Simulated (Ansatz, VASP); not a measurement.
## One calculation of Sr4SnN4, two programs

File INCAR:

```
SYSTEM = Sr4SnN4
ALGO = Normal ; EDIFF = 1E-8
ENCUT = 520 ; GGA = PE
ISIF = 2 ; ISMEAR = -1
LASPH = .True. ; LCHARG = .False.
LEFG = .True. ; LREAL = Auto
LWAVE = .False. ; NBANDS = 89
NELM = 100 ; PREC = Accurate
SIGMA = 0.02
```

The input KPOINTS:

```
k-points
0
Gamma
  5 5 3
  0 0 0
```

POSCAR

```
Sr4SnN4
1.0
    6.4723064564      0.0000000000      0.0000000000
    2.4582658782      6.0539034012      0.0000000000
    1.7696157023      2.6029483586      9.1105956839
Sr Sn N
8 2 8
Direct
    0.7706060000      0.5771850000      0.1761190000
    0.2293940000      0.4228150000      0.8238810000
    0.7415530000      0.2301620000      0.9812520000
    0.2584470000      0.7698380000      0.0187480000
    0.7290300000      0.4884220000      0.5694850000
    0.2709700000      0.5115780000      0.4305150000
    0.2321530000      0.9566840000      0.6061620000
    0.7678470000      0.0433160000      0.3938380000
    0.7150640000      0.8482620000      0.7567470000
    0.2849360000      0.1517380000      0.2432530000
    0.9796890000      0.7001500000      0.6084500000
    0.0203110000      0.2998500000      0.3915500000
    0.8922940000      0.8326640000      0.9261960000
    0.1077060000      0.1673360000      0.0738040000
    0.5136650000      0.6298850000      0.8056960000
    0.4863350000      0.3701150000      0.1943040000
    0.4935310000      0.8207560000      0.3671180000
    0.5064690000      0.1792440000      0.6328820000
```

Input for Ansatz:

```yaml
crystal:
  lattice:
    - [6.4723064564, 0.0, 0.0]
    - [2.4582658782, 6.0539034012, 0.0]
    - [1.7696157023, 2.6029483586, 9.1105956839]
  atoms:
    - { symbol: Sr, position: [0.770606, 0.577185, 0.176119] }
    - { symbol: Sr, position: [0.229394, 0.422815, 0.823881] }
    - { symbol: Sr, position: [0.741553, 0.230162, 0.981252] }
    - { symbol: Sr, position: [0.258447, 0.769838, 0.018748] }
    - { symbol: Sr, position: [0.72903, 0.488422, 0.569485] }
    - { symbol: Sr, position: [0.27097, 0.511578, 0.430515] }
    - { symbol: Sr, position: [0.232153, 0.956684, 0.606162] }
    - { symbol: Sr, position: [0.767847, 0.043316, 0.393838] }
    - { symbol: Sn, position: [0.715064, 0.848262, 0.756747] }
    - { symbol: Sn, position: [0.284936, 0.151738, 0.243253] }
    - { symbol: "N", position: [0.979689, 0.70015, 0.60845] }
    - { symbol: "N", position: [0.020311, 0.29985, 0.39155] }
    - { symbol: "N", position: [0.892294, 0.832664, 0.926196] }
    - { symbol: "N", position: [0.107706, 0.167336, 0.073804] }
    - { symbol: "N", position: [0.513665, 0.629885, 0.805696] }
    - { symbol: "N", position: [0.486335, 0.370115, 0.194304] }
    - { symbol: "N", position: [0.493531, 0.820756, 0.367118] }
    - { symbol: "N", position: [0.506469, 0.179244, 0.632882] }
kpoints:
  mp_grid: { grid: [5, 5, 3] }
scf:
  occupations: { method: fermi_dirac, width: 0.02 }
hamiltonian:
  xc: pbe
  pseudopotentials: { kind: paw }
output:
  forces: true
  stress: true
  populations: true
  efg:
    quadrupole_moments_barn: { Sr: 0.305, Sn: -0.132, "N": 0.02044 }
    contact_densities: true
```

Alike in both runs: task electric field gradients; functional PBE; k mesh 5 × 5 × 3; occupations fermi-dirac, width 0.02 eV; no spin polarisation.

|  | VASP | Ansatz |
| --- | --- | --- |
| version | VASP 6.6.1 | Ansatz 0.2.0 |
| potentials or method | VASP PAW PBE potentials, release 64 (Sr_sv, Sn_d, N) | plane-wave PAW, scalar-relativistic |
| plane-wave cutoff (eV) | 520 | 420 |
| valence electrons in the cell | 148 | 148 |

```tsv
	VASP	Ansatz	Ansatz less VASP
pressure (GPa)	0.0	-0.4	-0.34
rms of the force components (eV/Å)	0.002	0.008	+0.0051
size of Vzz on the site where it differs most (V/Å²)	46.5	50.0	+3.54
```

Atom by atom the forces differ by 0.008 eV/Å (rms over components). The functional is the same, so the differences come from potentials, cutoffs and numerics.
